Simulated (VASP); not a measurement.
Wanted: the native input for a VASP 6.6.1 run.

```yaml
Task: single point
Functional: r2SCAN
Potentials_or_basis: VASP PAW PBE potentials, release 64 (C, Si)
Cutoff: 520 eV
k_mesh: 9 × 9 × 4
Occupations: gaussian, width 0.01 eV
Spin: no spin polarisation
Dipole_correction: no
Further_INCAR_settings: ALGO = Normal; EDIFF = 1e-07; NBANDS = 21
```

Crystal: SiC2.

```
C Si
1.0
     2.90054    0.00000    0.00000
    -1.45027    2.51195    0.00000
     0.00000    0.00000    7.10300
C Si
4 2
Direct
  0.00000 0.00000 0.98028
  0.66667 0.33333 0.69104
  0.33333 0.66667 0.33530
  0.66667 0.33333 0.90571
  0.33333 0.66667 0.59532
  0.00000 0.00000 0.24235
```

This cell differs from its parent crystal: volume changed by -3%.

These files were run (other wordings do the same):

POSCAR

```
SiC2
1.0
    2.9005449854      0.0000000000      0.0000000000
   -1.4502724927      2.5119456422      0.0000000000
    0.0000000000      0.0000000000      7.1029971613
C Si
4 2
Direct
    0.0000000000      0.0000000000     -0.0197225612
    0.6666666667      0.3333333333      0.6910394813
    0.3333333333      0.6666666667      0.3353027557
    0.6666666667      0.3333333333      0.9057115828
    0.3333333333      0.6666666667      0.5953175289
    0.0000000000      0.0000000000      0.2423512125
```

INCAR.step1

```
SYSTEM = SiC2
PREC = Accurate ; ENCUT = 520
ISMEAR = 0 ; SIGMA = 0.01
LREAL = .FALSE. ; LASPH = .TRUE.
NELM = 100 ; NBANDS = 21
GGA = PE ; ALGO = Normal
EDIFF = 1E-4 ; LWAVE = .TRUE.
LCHARG = .FALSE.
```

INCAR.step2

```
SYSTEM = SiC2
PREC = Accurate ; ENCUT = 520
EDIFF = 1E-7 ; ISMEAR = 0
SIGMA = 0.01 ; LREAL = .FALSE.
LASPH = .TRUE. ; NELM = 100
ALGO = Normal ; ISIF = 2
LWAVE = .FALSE. ; LCHARG = .FALSE.
METAGGA = R2SCAN ; LMIXTAU = .TRUE.
NBANDS = 21 ; ISTART = 1
```

KPOINTS

```
regular mesh
0
G
  9 9 4
  0 0 0
```

Potentials or basis: VASP PAW PBE potentials, release 64 (C, Si).

Run with:

```bash
$ cat potpaw_PBE.64/C/POTCAR potpaw_PBE.64/Si/POTCAR > POTCAR
$ cp INCAR.step1 INCAR
$ mpirun -np 1 vasp_std > vasp.out
$ cp INCAR.step2 INCAR
$ mpirun -np 1 vasp_std > vasp.out
```

Results of the run:

```json
{"Pressure": "8.3 GPa", "Largest force": "0.271 eV/Å", "Band gap on the k mesh": "1.78 eV, indirect (least direct gap 3.50 eV)"}
```

Caveat: the PAW data sets were made with another functional, which shifts forces and pressure a little.

Wall time 2.3 min on 1 thread of Intel(R) Xeon(R) Platinum 8488C (Sapphire Rapids), with other jobs on the host, peak memory 0.19 GiB.
